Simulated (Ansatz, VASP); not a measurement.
## Pb in VASP and in Ansatz

```xyz
1
Lattice="-1.9797 1.9797 1.9797 1.9797 -1.9797 1.9797 1.9797 1.9797 -1.9797" Properties=species:S:1:pos:R:3 pbc="T T T"
Pb    0.0000    0.0000    0.0000
```

Alike in both runs: task single point; functional PBEsol; k mesh 6 × 6 × 6; occupations fermi-dirac, width 0.08 eV; no spin polarisation.

|  | VASP | Ansatz |
| --- | --- | --- |
| version | VASP 6.6.1 | Ansatz 0.2.0 |
| potentials or method | VASP PAW PBE potentials, release 64 (Pb_d), cutoff 520 eV | all-electron LAPW, scalar-relativistic |

Ansatz gave:

* pressure (GPa): -1.8

Which values does VASP return?

Pressure (GPa): -1.9.

VASP's potentials were made for PBE, not for PBEsol. Ansatz ran all-electron here, and VASP with PAW potentials.

The k mesh is coarse, so the values compare programs but aren't converged. Spin-orbit coupling is off throughout.
